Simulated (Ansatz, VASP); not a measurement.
**InSb in VASP and in Ansatz**

Contents of INCAR:

```
PREC     = Accurate       # precision mode
ENCUT    = 520            # plane-wave cutoff, eV
EDIFF    = 1E-6           # SCF threshold, eV
ISMEAR   = 0              # smearing method
SIGMA    = 0.1            # smearing width, eV
LREAL    = F              # projectors in reciprocal space
LASPH    = T              # aspherical terms in the spheres
NELM     = 80             # most SCF steps
ALGO     = Normal         # electronic algorithm
ISIF     = 2              # what is computed and relaxed
LWAVE    = F              # write WAVECAR
LCHARG   = T              # write CHGCAR
GGA      = PE             # functional
LELF     = T              # ELF
LVHAR    = T            
NBANDS   = 16             # bands
```

KPOINTS

```
regular mesh
0
Gamma
  12 12 12
```

Contents of POSCAR:

```
InSb
1.0
    0.0000000000      3.3824890546      3.3824890546
    3.3824890546      0.0000000000      3.3824890546
    3.3824890546      3.3824890546      0.0000000000
In Sb
1 1
Direct
    0.0000000000      0.0000000000      0.0000000000
    0.2500000000      0.2500000000      0.2500000000
```

Input for Ansatz:

```yaml
crystal:
  lattice:
    - [0.0, 3.3824890546, 3.3824890546]
    - [3.3824890546, 0.0, 3.3824890546]
    - [3.3824890546, 3.3824890546, 0.0]
  atoms:
    - { symbol: In, position: [0.0, 0.0, 0.0] }
    - { symbol: Sb, position: [0.25, 0.25, 0.25] }
basis:
  ecutwfc: 420
kpoints:
  mp_grid: { grid: [12, 12, 12] }
hamiltonian:
  xc: pbe
scf:
  occupations: { method: gaussian, width: 0.1 }
output:
  forces: true
  stress: true
  eigenvalues: true
```

Alike in both runs: task single point; functional PBE; k mesh 12 × 12 × 12; occupations gaussian, width 0.1 eV; no spin polarisation.

```csv
,VASP,Ansatz
version,VASP 6.6.1,Ansatz 0.2.0
potentials or method,"VASP PAW PBE potentials, release 64 (In_d, Sb), cutoff 520 eV","scalar-relativistic, plane waves, PAW"
valence electrons in the cell,18,28
```

```csv
,VASP,Ansatz,Ansatz less VASP
gap on the k mesh at the Fermi level (eV),none,none,-
pressure (GPa),-1.9,-1.9,+0.02
```

A gap of «none» marks a metal or a gap that the smearing closes. VASP's potentials hold 18 valence electrons a cell and Ansatz's 28, so a difference there can come from the potentials and not from the codes.

Neither program's run includes spin-orbit coupling.
